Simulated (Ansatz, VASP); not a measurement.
## One calculation of Pt, two programs

The input INCAR:

```
SYSTEM = Pt
PREC = Accurate
ENCUT = 520
EDIFF = 1E-6
ISMEAR = 0
SIGMA = 0.15
LREAL = .False.
LASPH = .True.
NELM = 100
ALGO = Fast
ISIF = 2
LWAVE = .False.
LCHARG = .True.
GGA = PS
LELF = .True.
LVHAR = .True.
NBANDS = 39
```

The input KPOINTS:

```
regular mesh
0
Gamma
  24 24 5
  0 0 0
```

Contents of POSCAR:

```
Pt
1.0
    1.9590303458     -1.9590303458      0.0000000000
    1.9590303458      0.0000000000     -1.9590303458
    7.7495188428      7.7495188428      7.7495188428
Pt
6
Direct
    0.6666666667      0.6666666667      0.0842477483
    0.0000000000      0.0000000000      0.9268937610
    0.3333333333      0.3333333333      0.2527769509
    0.6666666667      0.6666666667      0.5898353559
    0.0000000000      0.0000000000      0.4213061534
    0.3333333333      0.3333333333      0.7583645584
```

Input for Ansatz:

```yaml
crystal:
  lattice:
    - [1.9590303458, -1.9590303458, 0.0]
    - [1.9590303458, 0.0, -1.9590303458]
    - [7.7495188428, 7.7495188428, 7.7495188428]
  atoms:
    - { symbol: Pt, position: [0.6666666667, 0.6666666667, 0.0842477483] }
    - { symbol: Pt, position: [0.0, 0.0, 0.926893761] }
    - { symbol: Pt, position: [0.3333333333, 0.3333333333, 0.2527769509] }
    - { symbol: Pt, position: [0.6666666667, 0.6666666667, 0.5898353559] }
    - { symbol: Pt, position: [0.0, 0.0, 0.4213061534] }
    - { symbol: Pt, position: [0.3333333333, 0.3333333333, 0.7583645584] }
basis:
  ecutwfc: 420
kpoints:
  mp_grid: { grid: [24, 24, 5] }
hamiltonian:
  xc: pbesol
scf:
  occupations: { method: gaussian, width: 0.15 }
output:
  forces: true
  stress: true
  eigenvalues: true
  write_density: true
  write_potential: true
  elf: true
  volumetric_format: npy
```

Alike in both runs: task single point; functional PBEsol; k mesh 24 × 24 × 5; occupations gaussian, width 0.15 eV; no spin polarisation.

|  | VASP | Ansatz |
| --- | --- | --- |
| version | VASP 6.6.1 | Ansatz 0.2.0 |
| potentials or method | VASP PAW PBE potentials, release 64 (Pt), cutoff 520 eV | scalar-relativistic, plane waves, PAW |
| valence electrons in the cell | 60 | 108 |

```csv
,VASP,Ansatz,Ansatz less VASP
gap on the k mesh at the Fermi level (eV),none,none,-
pressure (GPa),3.6,4.0,+0.41
"traceless stress, the component that is largest in VASP (GPa)",0.72,0.72,-0.006
rms of the force components (eV/Å),0.445,0.446,+0.0013
```

VASP's potentials were made for PBE, not for PBEsol. Atom by atom the forces differ by 0.002 eV/Å (rms over components). A gap of «none» marks a metal or a gap that the smearing closes. VASP's potentials hold 60 valence electrons a cell and Ansatz's 108, so a difference there can come from the potentials and not from the codes.

Spin-orbit coupling is off throughout.
